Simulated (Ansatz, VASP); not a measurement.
**SrMgCl4 in VASP and in Ansatz**

```
Sr Mg Cl
1.0
     4.66383    0.00000    0.00000
     0.00000    4.66383    0.00000
     0.00000    0.00000    6.59565
Sr Mg Cl
1 1 4
Direct
  0.50000 0.50000 0.50000
  0.00000 0.00000 0.00000
  0.50000 0.00000 0.25000
  0.00000 0.50000 0.75000
  0.50000 0.00000 0.75000
  0.00000 0.50000 0.25000
```

Alike in both runs: task relaxation of cell and atoms; functional PBE; k mesh 4 × 4 × 4; occupations gaussian, width 0.1 eV; no spin polarisation.

|  | VASP | Ansatz |
| --- | --- | --- |
| version | VASP 6.6.1 | Ansatz 0.2.0 |
| potentials or method | VASP PAW PBE potentials, release 64 (Sr_sv, Mg, Cl), cutoff 600 eV | scalar-relativistic, plane waves, PAW |
| valence electrons in the cell | 40 | 48 |

Ansatz gave:

- gap on the k mesh at the Fermi level, each at its own relaxed structure (eV): 3.13
- relaxed volume (Å³/atom): 25.26
- relaxed length of the cell vector where the two differ most in proportion (Å): 6.838

Task: Which values does VASP return?

Result: gap on the k mesh at the Fermi level, each at its own relaxed structure (eV): 3.11; relaxed volume (Å³/atom): 25.29; relaxed length of the cell vector where the two differ most in proportion (Å): 6.806.

VASP's potentials hold 40 valence electrons a cell and Ansatz's 48, so a difference there can come from the potentials and not from the codes.
